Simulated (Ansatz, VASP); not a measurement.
**One calculation of AlNi, two programs**

```
CELL_PARAMETERS angstrom
2.86918 -0.05784 0.00156
-0.05784 2.98767 -0.05042
0.00156 -0.05042 2.87392
ATOMIC_POSITIONS crystal
Al 0.99775 0.01111 0.99341
Ni 0.50003 0.49374 0.50330
```

Alike in both runs: task single point; functional LDA; k mesh 7 × 7 × 7; occupations fermi-dirac, width 0.1 eV; collinear spin.

|  | VASP | Ansatz |
| --- | --- | --- |
| version | VASP 6.6.1 | Ansatz 0.2.0 |
| potentials or method | VASP PAW LDA potentials, release 64 (Al, Ni), cutoff 520 eV | plane waves, PAW |
| valence electrons in the cell | 13 | 21 |

Ansatz gave:

- pressure (GPa): -11.9
- traceless stress, the component that is largest in VASP (GPa): 3.81
- rms of the force components (eV/Å): 0.132
- net moment per atom (μB): 0.00

Q: Which values does VASP return?

A: Pressure (GPa): -11.6; traceless stress, the component that is largest in VASP (GPa): 3.84; rms of the force components (eV/Å): 0.134; net moment per atom (μB): 0.00.

LDA's correlation is that of Perdew and Zunger in VASP and of Perdew and Wang (1992) in Ansatz. Atom by atom the forces differ by 0.002 eV/Å (rms over components). VASP's potentials hold 13 valence electrons a cell and Ansatz's 21, so a difference there can come from the potentials and not from the codes. Ansatz's warnings: seeded moment not kept, stress scf threshold loose.
